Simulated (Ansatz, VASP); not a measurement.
Rb in VASP and in Ansatz

```
Rb
1.0
    -2.90960    2.90960    2.90960
     2.90960   -2.90960    2.90960
     2.90960    2.90960   -2.90960
Rb
1
Direct
  0.00000 0.00000 0.00000
```

Alike in both runs: task single point; functional PBE; k mesh 13 × 13 × 13; occupations fermi-dirac, width 0.1 eV; no spin polarisation.

```csv
,VASP,Ansatz
version,VASP 6.6.1,Ansatz 0.2.0
potentials or method,"VASP PAW PBE potentials, release 64 (Rb_sv), cutoff 520 eV","plane waves (420 eV) with PAW, scalar-relativistic"
valence electrons in the cell,9,9
```

|  | VASP | Ansatz | Ansatz less VASP |
| --- | --- | --- | --- |
| pressure (GPa) | -0.2 | -0.2 | 0.00 |
